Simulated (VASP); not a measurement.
Input of a VASP 6.6.1 run:

INCAR

```
SYSTEM = LiF
PREC = Accurate
ENCUT = 520
EDIFF = 1E-7
ISMEAR = 0
SIGMA = 0.05
LREAL = .FALSE.
LASPH = .TRUE.
NELM = 100
ALGO = Normal
ISIF = 2
LWAVE = .FALSE.
LCHARG = .TRUE.
GGA = CA
LELF = .TRUE.
LVHAR = .TRUE.
NBANDS = 18
```

File KPOINTS:

```
regular mesh
0
G
  9 9 6
  0 0 0
```

The input POSCAR:

```
LiF
1.0
    3.1527680120      0.0000000000      0.0000000000
   -1.5763840060      2.7303771907      0.0000000000
    0.0000000000      0.0000000000      4.7352147014
Li F
2 2
Direct
    0.3333333333      0.6666666667      0.3811542600
    0.6666666667      0.3333333333      0.8811542600
    0.3333333333      0.6666666667      0.9938437400
    0.6666666667      0.3333333333      0.4938437400
```

Potentials or basis: VASP PAW LDA potentials, release 64 (Li_sv, F).

Launch:

```sh
$ cat potpaw_LDA.64/Li_sv/POTCAR potpaw_LDA.64/F/POTCAR > POTCAR
$ mpirun -np 1 vasp_std > vasp.out
```

Q: What does it give for the band gap on the k mesh?

A: 7.31 eV, direct.

Q: Predict the largest force.

A: 0.137 eV/Å.

Forces on the atoms (eV/Å):
```
Li   0.000  0.000  0.137
Li   0.000  0.000  0.137
F    0.000  0.000 -0.137
F    0.000  0.000 -0.137
```

Caveat: the cell differs from its parent crystal (strain +0.030 along x and y, -0.015 along z). A k mesh can miss the band edges.
